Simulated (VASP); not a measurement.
**Mg: single point with r2SCAN**

The system is Mg.

```
Mg
1.0
     3.16593    0.00000    0.00000
    -1.58296    2.74177    0.00000
     0.00000    0.00000    5.13988
Mg
2
Direct
  0.66667 0.33333 0.75000
  0.33333 0.66667 0.25000
```

- Program: VASP 6.6.1
- Task: single point
- Functional: r2SCAN
- Potentials or basis: VASP PAW PBE potentials, release 64 (Mg)
- Cutoff: 520 eV
- k mesh: 10 × 10 × 5
- Occupations: fermi-dirac, width 0.05 eV
- Spin: no spin polarisation
- Dipole correction: no
- Further INCAR settings: ALGO = Normal; EDIFF = 1e-06; NBANDS = 9

```yaml
Pressure: 0.2 GPa
Band_gap_on_the_k_mesh: zero (band 2 reaches 3.41 eV, above the bottom of band 3 at 1.60 eV)
```

Stress tensor (GPa, compression positive):
```
-0.03  0.00  0.00
 0.00 -0.03  0.00
 0.00  0.00  0.81
```

Levels at points of the mesh, in eV from the Fermi level:
```csv
k point,band 1,band 2,band 3,band 4,band 5
"(0.00, 0.00, 0.00)",-7.56,-2.00,-1.24,11.83,11.83
"(0.50, 0.00, 0.00)",-2.47,-2.28,2.81,3.08,3.61
```

Wall time 25 s on 1 thread of Intel(R) Xeon(R) Platinum 8375C CPU @ 2.90GHz (Ice Lake) (shared host), peak memory 0.16 GiB.

Caveat: the PAW data sets were made with another functional, which shifts forces and pressure a little.
